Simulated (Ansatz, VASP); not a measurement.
**IrPt2 in VASP and in Ansatz**

INCAR

```
SYSTEM = IrPt2
  ALGO = Normal
  EDIFF = 1E-6
  EDIFFG = -0.08
  ENCUT = 600
  GGA = PE
  IBRION = 2
  ISIF = 3
  ISMEAR = 0
  LASPH = .True.
  LCHARG = .False.
  LREAL = .False.
  LWAVE = .False.
  NELM = 100
  NSW = 36
  PREC = Accurate
  SIGMA = 0.2
```

The input KPOINTS:

```
k-points
0
Gamma
  8 8 3
  0 0 0
```

The input POSCAR:

```
IrPt2
1.0
    2.7500000000      0.0000000000      0.0000000000
   -1.3750000000      2.3815698600      0.0000000000
    0.0000000000      0.0000000000      6.7400000000
Ir Pt
1 2
Direct
    0.0000000000      0.0000000000      0.0000000000
    0.3333333300      0.6666666700      0.3333300000
    0.6666666700      0.3333333300      0.6666700000
```

Input for Ansatz:

```yaml
crystal:
  lattice:
    - [2.75, 0.0, 0.0]
    - [-1.375, 2.38156986, 0.0]
    - [0.0, 0.0, 6.74]
  atoms:
    - { symbol: Ir, position: [0.0, 0.0, 0.0] }
    - { symbol: Pt, position: [0.33333333, 0.66666667, 0.33333] }
    - { symbol: Pt, position: [0.66666667, 0.33333333, 0.66667] }
basis:
  ecutwfc: 420
kpoints:
  mp_grid: { grid: [8, 8, 3] }
hamiltonian:
  xc: pbe
scf:
  occupations: { method: gaussian, width: 0.2 }
  lower_state_search: "off"
output:
  forces: true
  stress: true
  eigenvalues: true
relax:
  adjacent_minimum: "off"
  f_tol: 0.08
  max_steps: 16
  cell: { stress_tol: 0.8 }
```

Alike in both runs: task relaxation of cell and atoms; functional PBE; k mesh 8 × 8 × 3; occupations gaussian, width 0.2 eV; no spin polarisation.

```csv
,VASP,Ansatz
version,VASP 6.6.1,Ansatz 0.2.0
potentials or method,"VASP PAW PBE potentials, release 64 (Ir, Pt), cutoff 600 eV","scalar-relativistic, plane waves, PAW"
valence electrons in the cell,29,53
```

|  | VASP | Ansatz | Ansatz less VASP |
| --- | --- | --- | --- |
| gap on the k mesh at the Fermi level, each at its own relaxed structure (eV) | none | none | - |
| relaxed volume (Å³/atom) | 15.22 | 15.24 | +0.022 |
| relaxed cell length with the largest relative difference (Å) | 6.790 | 6.801 | +0.0114 |

A gap of «none» marks a metal or a gap that the smearing closes. VASP's potentials hold 29 valence electrons a cell and Ansatz's 53, so a difference there can come from the potentials and not from the codes.

Spin-orbit coupling is off throughout. Noted on VASP's run: too few bands were computed for a metal, which touches its energy and stress.
